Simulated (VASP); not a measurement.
Write the native input for VASP 6.6.1 that does the following.

| Quantity | Value |
| --- | --- |
| Task | single point |
| Functional | PBEsol |
| Potentials or basis | VASP PAW PBE potentials, release 64 (W_sv) |
| Cutoff | 500 eV |
| k mesh | 10 × 6 × 6 |
| Occupations | gaussian, width 0.1 eV |
| Spin | no spin polarisation |
| Dipole correction | no |
| Further INCAR settings | ALGO = Normal; EDIFF = 1e-06; NBANDS = 36 |

The structure of W lies in POSCAR:

```
W
1.0
    2.8096620000      0.0000000000      0.0000000000
    0.0000000000      4.8638700000      0.0000000000
    0.0000000000      0.0000000000      4.9236950000
W
4
Direct
    0.7931720000      0.5631570000      0.2500000000
    0.2068280000      0.0631570000      0.2500000000
    0.2068280000      0.4368430000      0.7500000000
    0.7931720000      0.9368430000      0.7500000000
```

One way to write it, as run:

INCAR

```
SYSTEM = W
PREC     = Accurate       ! precision mode
ENCUT    = 500            ! plane-wave cutoff, eV
EDIFF    = 1E-6           ! SCF threshold, eV
ISMEAR   = 0              ! smearing method
SIGMA    = 0.1            ! smearing width, eV
LREAL    = .FALSE.        ! projectors in reciprocal space
LASPH    = .TRUE.         ! aspherical terms in the spheres
NELM     = 120            ! most SCF steps
ALGO     = Normal         ! electronic algorithm
ISIF     = 2              ! what is computed and relaxed
LWAVE    = .FALSE.        ! write WAVECAR
LCHARG   = .TRUE.         ! write CHGCAR
GGA      = PS             ! functional
LELF     = .TRUE.         ! ELF
LVHAR    = .TRUE.       
NBANDS   = 36             ! bands
GGA_COMPAT= .FALSE.
```

KPOINTS

```
Automatic mesh
0
G
  10 6 6
  0 0 0
```

Potentials or basis: VASP PAW PBE potentials, release 64 (W_sv).

The run is started by

```bash
$ cat potpaw_PBE.64/W_sv/POTCAR > POTCAR
$ mpirun -np 1 vasp_std > vasp.out
```

Results of the run:

```json
{"Pressure": "-10.3 GPa", "Largest force": "0.108 eV/Å", "Band gap on the k mesh": "zero (bands 28 and 29 overlap by 1.35 eV)"}
```

Caveat: the cell stands under tension; the PAW data sets were made with another functional, which shifts forces and pressure a little; spin-orbit coupling is left out, which moves the levels of the heavy elements.

It took 68 s on 1 thread of Intel(R) Xeon(R) 6975P-C (Granite Rapids), with other jobs on the host, peak memory 0.27 GiB.
